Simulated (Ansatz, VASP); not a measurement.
## One calculation of LiH, two programs

```
Li H
1.0
     3.31866    0.00000    0.00000
    -1.65933    2.87404    0.00000
     0.00000    0.00000    4.14887
Li H
2 2
Direct
  0.33333 0.66667 0.25000
  0.66667 0.33333 0.75000
  0.66667 0.33333 0.25000
  0.33333 0.66667 0.75000
```

Alike in both runs: task single point; functional r2SCAN; k mesh 9 × 9 × 6; no spin polarisation.

```csv
,VASP,Ansatz
version,VASP 6.6.1,Ansatz 0.2.0
potentials or method,"VASP PAW PBE potentials, release 64 (Li_sv, H)","plane waves, PAW"
plane-wave cutoff (eV),520,500
occupations,"gaussian, width 0.01 eV",fixed
valence electrons in the cell,8,8
```

VASP gave:

```
gap on the k mesh at the Fermi level (eV) : 2.40
```

Estimate Ansatz's values.

gap on the k mesh at the Fermi level (eV): 2.44.

VASP's potentials were made for PBE, not for r2SCAN.

Noted on VASP's run: the cutoff is under 1.25 times that of the potentials, so the pressure is a little rough.
